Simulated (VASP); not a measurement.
# CoO (P3m1) in VASP: a series of runs, part 2 of 2

VASP 6.6.1.

### 4 Single point, PBEsol, collinear spin, ferromagnetic start

INCAR

```
SYSTEM = CoO
PREC = Accurate
ENCUT = 520
EDIFF = 1E-6
ISMEAR = 0
SIGMA = 0.1
LREAL = .FALSE.
LASPH = .TRUE.
NELM = 150
ALGO = Fast
ISIF = 2
LWAVE = .FALSE.
LCHARG = .TRUE.
ISPIN = 2
MAGMOM = 4.5 4.5 0 0
LORBIT = 11
LMAXMIX = 4
GGA = PS
LELF = .TRUE.
LVHAR = .TRUE.
NBANDS = 27
```

KPOINTS

```
Automatic mesh
0
G
  18 18 8
  0 0 0
```

POSCAR

```
CoO
1.0
    3.1976457435      0.0000000000      0.0000000000
   -1.5988228718      2.7692424462      0.0000000000
    0.0000000000      0.0000000000      5.2287097100
Co O
2 2
Direct
    0.0000000000      0.0000000000      0.0034741400
    0.3333333333      0.6666666667      0.5033624100
    0.0000000000      0.0000000000      0.3716088500
    0.3333333333      0.6666666667      0.8715556000
```

Potentials or basis: VASP PAW PBE potentials, release 64 (Co, O).

Command:

```bash
cat potpaw_PBE.64/Co/POTCAR potpaw_PBE.64/O/POTCAR > POTCAR
mpirun -np 1 vasp_std > vasp.out
```

OUTCAR:

```text
SYSTEM = CoO
   PREC = Accurate
   ENCUT = 520
   EDIFF = 1E-6
   ISMEAR = 0
   LREAL = .FALSE.
   LASPH = .TRUE.
   NELM = 150
   ISIF = 2
   ISPIN = 2
   LORBIT = 11
   GGA = PS

 ion  position               nearest neighbor table
   1  0.000  0.000  0.003-   3 1.92   4 1.97   4 1.97   4 1.97
   2  0.333  0.667  0.503-   4 1.93   3 1.97   3 1.97   3 1.97
   3  0.000  0.000  0.372-   1 1.92   2 1.97   2 1.97   2 1.97
   4  0.333  0.667  0.872-   2 1.93   1 1.97   1 1.97   1 1.97

  LATTYP: Found a hexagonal cell.
 ALAT       =     3.1976457435
 C/A-ratio  =     1.6351747909

  Lattice vectors:

 A1 = (   3.1976457435,   0.0000000000,   0.0000000000)
 A2 = (  -1.5988228718,   2.7692424462,   0.0000000000)
 A3 = (   0.0000000000,   0.0000000000,   5.2287097100)

Analysis of symmetry for initial positions (statically):
=====================================================================
 Subroutine PRICEL returns:
 Original cell was already a primitive cell.

 Routine SETGRP: Setting up the symmetry group for a
 hexagonal supercell.

 Subroutine GETGRP returns: Found  6 space group operations
 (whereof  6 operations were pure point group operations)
 out of a pool of 24 trial point group operations.

The static configuration has the point symmetry C_3v.

Analysis of symmetry for dynamics (positions and initial velocities):
=====================================================================
 Subroutine PRICEL returns:
 Original cell was already a primitive cell.

 Routine SETGRP: Setting up the symmetry group for a
 hexagonal supercell.

 Subroutine GETGRP returns: Found  6 space group operations
 (whereof  6 operations were pure point group operations)
 out of a pool of 24 trial point group operations.

The dynamic configuration has the point symmetry C_3v.

Analysis of structural, dynamic, and magnetic symmetry:
=====================================================================
 Subroutine PRICEL returns:
 Original cell was already a primitive cell.

 Routine SETGRP: Setting up the symmetry group for a
 hexagonal supercell.

 Subroutine GETGRP returns: Found  6 space group operations
 (whereof  6 operations were pure point group operations)
 out of a pool of 24 trial point group operations.

The overall configuration has the point symmetry C_3v.

 Subroutine INISYM returns: Found  6 space group operations
 (whereof  6 operations are pure point group operations),
 and found     1 'primitive' translations

----------------------------------------------------------------------------------------

                                     Primitive cell

  volume of cell :      46.3005

  direct lattice vectors                    reciprocal lattice vectors
     3.197645743  0.000000000  0.000000000     0.312730077  0.180554794  0.000000000
    -1.598822872  2.769242446  0.000000000     0.000000000  0.361109588  0.000000000
     0.000000000  0.000000000  5.228709710     0.000000000  0.000000000  0.191251773

  length of vectors
     3.197645743  3.197645744  5.228709710     0.361109588  0.361109588  0.191251773

  position of ions in fractional coordinates (direct lattice)
     0.000000000  0.000000000  0.003474140
     0.333333333  0.666666667  0.503362410
     0.000000000  0.000000000  0.371608850
     0.333333333  0.666666667  0.871555600

  ion indices of the primitive-cell ions
   primitive index   ion index
                 1           1
[... 64 lines left out ...]
   NGXF,Y,Z  is equivalent  to a cutoff of  24.96, 24.96, 25.44 a.u.
 SYSTEM =  CoO
   PREC   = accura    normal or accurate (medium, high low for compatibility)
   ISTART =      0    job   : 0-new  1-cont  2-samecut
   ICHARG =      2    charge: 1-file 2-atom 10-const
   ISPIN  =      2    spin polarized calculation?
   LNONCOLLINEAR =      F non collinear calculations
   LSORBIT =      F    spin-orbit coupling
   LASPH  =      T    aspherical Exc in radial PAW
   ENCUT  =  520.0 eV  38.22 Ry    6.18 a.u.   5.95  5.95  9.72*2*pi/ulx,y,z
   NELM   =    150;   NELMIN=  2; NELMDL= -5     # of ELM steps
   EDIFF  = 0.1E-05   stopping-criterion for ELM
   LREAL  =      F    real-space projection
[... 7 lines left out ...]
   TEBEG  =    0.0;   TEEND  =   0.0 temperature during run
   PSTRESS=    0.0 pullay stress
   NELECT =      30.0000    total number of electrons
   NUPDOWN=      -1.0000    fix difference up-down
   EMIN   =  10.00;   EMAX   =-10.00  energy-range for DOS
   EFERMI =   0.00;   METHOD = LEGACY
   ISMEAR =     0;   SIGMA  =   0.10  broadening in eV -4-tet -1-fermi 0-gaus
   EFERMI_NEDOS =   21; number of points for ismear=-14 and -15
   IALGO  =     68    algorithm
   IMIX   =      4    mixing-type and parameters
     AMIX     =   0.40;   BMIX     =  1.00
     AMIX_MAG =   1.60;   BMIX_MAG =  1.00
  volume/ion in A,a.u.               =      11.58        78.11
  Fermi-wavevector in a.u.,A,eV,Ry     =   1.416620  2.677023 27.304329  2.006812
  Thomas-Fermi vector in A             =   2.537935
   LORBIT       =     11    0 simple, 1 ext, 2 COOP (PROOUT), +10 PAW based schemes
   GGA     = PS    functional components
   LHFCALC =     F    Hartree Fock is set to
   AEXX    =    0.0000 exact exchange contribution
   IVDW    =     0    specifies the selected vdW correction
   LEPSILON=     F    determine dielectric tensor
   LRPA    =     F    only Hartree local field effects (RPA)
 spin polarized calculation
 RMM-DIIS sequential band-by-band and
 Gauss-broadening in eV      SIGMA  =   0.10
  energy-cutoff  :      520.00
  volume of cell :       46.30
 maximum number of plane-waves:      1272
   NGX = 11   NGY = 11   NGZ = 19

 number of electron      30.0000009 magnetization       5.7903727

 Free energy of the ion-electron system (eV)
  ---------------------------------------------------
  ext. energy  EPLUGINS =         0.00000000
  ---------------------------------------------------
  free energy    TOTEN  =       -28.27580740 eV

  energy without entropy =      -28.25583706  energy(sigma->0) =      -28.26582223

 E-fermi :   5.7963     XC(G=0): -11.3993

 val. band max:        5.7949625009   @ k =  -0.0556   0.2222   0.1250
 cond. band min:       5.7991867968   @ k =  -0.1111   0.5000   0.2500
 fundamental gap:      0.0042242959
 Fermi energy:         5.7962890684

 spin component 1

 k-point     1 :       0.0000    0.0000    0.0000
  band No.  band energies     occupation
      1     -14.1293      1.00000
      2     -13.4873      1.00000
      3      -1.2640      1.00000
      4      -0.4423      1.00000
      5      -0.2597      1.00000
      6      -0.2597      1.00000
[... 709 lines left out ...]
     26      19.5376      0.00000
     27      22.2910      0.00000

 [... further k-points ...]

 spin component 2

 k-point     1 :       0.0000    0.0000    0.0000
  band No.  band energies     occupation
      1     -13.5535      1.00000
      2     -12.8763      1.00000
      3      -0.7249      1.00000
      4       0.8253      1.00000
      5       0.9728      1.00000
      6       0.9728      1.00000
[... 709 lines left out ...]
     26      20.1753      0.00000
     27      23.1028      0.00000

 [... further k-points ...]
[... 5 lines left out ...]
  --------------------------------------------------------------------------------------
  -------------------------------------------------------------------------------------
  Total       -2.5175485     -2.5175485     -1.4994724      0.0000000      0.0000000      0.0000000
  in kB      -87.1169326    -87.1169326    -51.8875556      0.0000000      0.0000000      0.0000000
  external PRESSURE =     -75.3738070 kB  Pullay stress =       0.0000000 kB

 VOLUME and BASIS-vectors are now :
 -----------------------------------------------------------------------------
  energy-cutoff  :      520.00
  volume of cell :       46.30
      direct lattice vectors                 reciprocal lattice vectors
     3.197645743  0.000000000  0.000000000     0.312730077  0.180554794  0.000000000
    -1.598822872  2.769242446  0.000000000     0.000000000  0.361109588  0.000000000
     0.000000000  0.000000000  5.228709710     0.000000000  0.000000000  0.191251773

 POSITION                                       TOTAL-FORCE (eV/Angst)
 -----------------------------------------------------------------------------------
      0.00000      0.00000      0.01817         0.000000      0.000000     -0.266712
     -0.00000      1.84616      2.63194        -0.000000     -0.000000     -0.261041
      0.00000      0.00000      1.94303        -0.000000     -0.000000      0.263647
     -0.00000      1.84616      4.55711         0.000000     -0.000000      0.264107
 -----------------------------------------------------------------------------------
    total drift:                               -0.000000     -0.000001     -0.001235

  FREE ENERGIE OF THE ION-ELECTRON SYSTEM (eV)
  ---------------------------------------------------
  free  energy   TOTEN  =       -28.2758074044 eV

  energy  without entropy=      -28.2558370584  energy(sigma->0) =      -28.26582223

 total charge

# of ion       s       p       d       tot
------------------------------------------
    1        0.349   0.439   7.187   7.976
    2        0.349   0.440   7.187   7.976
    3        1.546   3.419   0.000   4.965
    4        1.546   3.419   0.000   4.965
--------------------------------------------------
tot          3.791   7.716  14.374  25.882

 magnetization (x)

# of ion       s       p       d       tot
------------------------------------------
    1        0.015   0.056   2.401   2.472
    2        0.015   0.056   2.400   2.472
    3        0.022   0.298   0.000   0.320
    4        0.022   0.299   0.000   0.320
--------------------------------------------------
tot          0.074   0.710   4.801   5.585
```

stdout:

```text
POSCAR found type information on POSCAR CoO
 POSCAR found :  2 types and       4 ions
 scaLAPACK will be used
 -----------------------------------------------------------------------------
|                                                                             |
|                                                                             |
|     You enforced a specific xc type in the INCAR file but a different       |
|     I HOPE YOU KNOW WHAT YOU ARE DOING!                                     |
|                                                                             |
 -----------------------------------------------------------------------------

 LDA part: xc-table for (Slater+PW92), standard interpolation
 POSCAR, INCAR and KPOINTS ok, starting setup
 FFT: planning ... GRIDC
 FFT: planning ... GRID_SOFT
 FFT: planning ... GRID
 WAVECAR not read
 entering main loop
```

It took 14 min on 1 thread of Oxide Virtual Turin-like, shared host; peak memory 0.5 GiB.

Results:

* Free energy: -28.2758 eV
* Pressure: -7.5 GPa
* Largest force: 0.267 eV/Å
* Net moment: 5.79 μB per cell
* Site moments: Co +2.47; O +0.32 μB
* Valence electrons inside the program's atomic spheres: Co 7.98; O 4.96

Forces on the atoms (eV/Å):
```
Co   0.000  0.000 -0.267
Co   0.000  0.000 -0.261
O    0.000  0.000  0.264
O    0.000  0.000  0.264
```

Levels at points of the mesh, in eV from the Fermi level:
Spin up:
```csv
k point,band 16,band 17,band 18,band 19,band 20,band 21
"(0.00, 0.00, 0.00)",-0.05,0.21,0.23,0.23,5.32,6.96
"(0.50, 0.00, 0.00)",-1.72,-0.64,-0.52,5.55,5.91,7.06
"(0.00, 0.00, 0.50)",-0.24,-0.24,-0.24,2.58,2.58,9.87
"(0.50, 0.00, 0.50)",-1.16,-1.11,-1.11,5.31,5.31,7.90
```
Spin down:
| k point | band 10 | band 11 | band 12 | band 13 | band 14 | band 15 |
| --- | --- | --- | --- | --- | --- | --- |
| (0.00, 0.00, 0.00) | -0.74 | -0.15 | -0.15 | 0.12 | 0.59 | 1.53 |
| (0.50, 0.00, 0.00) | -0.67 | -0.22 | -0.07 | 0.08 | 0.16 | 0.70 |
| (0.00, 0.00, 0.50) | -0.40 | -0.40 | -0.40 | 1.12 | 1.12 | 2.01 |
| (0.50, 0.00, 0.50) | -0.26 | -0.15 | -0.15 | 0.01 | 0.01 | 1.21 |

Caveat: the cell stands under tension; the PAW data sets were made with another functional, which shifts forces and pressure a little; semilocal functionals often make such compounds metallic where correlation or magnetic order opens a gap, which also shifts bond lengths. With open d or f shells a metallic result of PBEsol can be an artefact of self-interaction; +U or a hybrid may open a gap.

### 5 The runs side by side

```csv
spin,gap on the mesh (eV),pressure (GPa),moment (μB),largest force (eV/Å)
off,none,-22.2,-,0.09
"collinear, antiferromagnetic start",none,-9.9,0.00,0.11
"collinear, ferromagnetic start",none,-7.5,5.79,0.27
```

Alike in all rows: task single point; level PBEsol; potentials or basis VASP PAW PBE potentials, release 64 (Co, O); cell as given; k mesh 18 × 18 × 8; cutoff (eV) 520; smearing gaussian 0.1 eV.

Caveats: the PAW data sets were made with another functional, which shifts forces and pressure a little; semilocal functionals often make such compounds metallic where correlation or magnetic order opens a gap, which also shifts bond lengths; the cell stands under tension (at least some runs); the stress differs along the axes, from -25 to -17 GPa (at least some runs).

Absolute energies hang on the potentials; compare differences alone.
